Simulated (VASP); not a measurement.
A run of VASP 6.6.1 is set up as follows.

Contents of INCAR:

```
PREC = Accurate
ENCUT = 520
EDIFF = 1E-6
ISMEAR = -1
SIGMA = 0.05
LREAL = False
LASPH = True
NELM = 60
ALGO = Normal
ISIF = 2
LWAVE = False
LCHARG = False
GGA = CA
NBANDS = 9
```

KPOINTS

```
Automatic mesh
0
Gamma
  13 13 8
```

POSCAR

```
Be
1.0
    2.2853000000      0.0000000000      0.0000000000
   -1.1426500000      1.9791278553      0.0000000000
    0.0000000000      0.0000000000      3.5842000000
Be
2
Direct
    0.6666666667      0.3333333333      0.7500000000
    0.3333333333      0.6666666667      0.2500000000
```

Potentials or basis: VASP PAW LDA potentials, release 64 (Be).

Launch:

```console
$ cat potpaw_LDA.64/Be/POTCAR > POTCAR
$ mpirun -np 1 vasp_std > vasp.out
```

(1) Estimate the band gap on the k mesh.

(2) What does it give for the pressure?

Answers

(1) zero (bands 2 and 3 overlap by 1.59 eV).

(2) -7.8 GPa.

Caveat: the cell stands under tension.
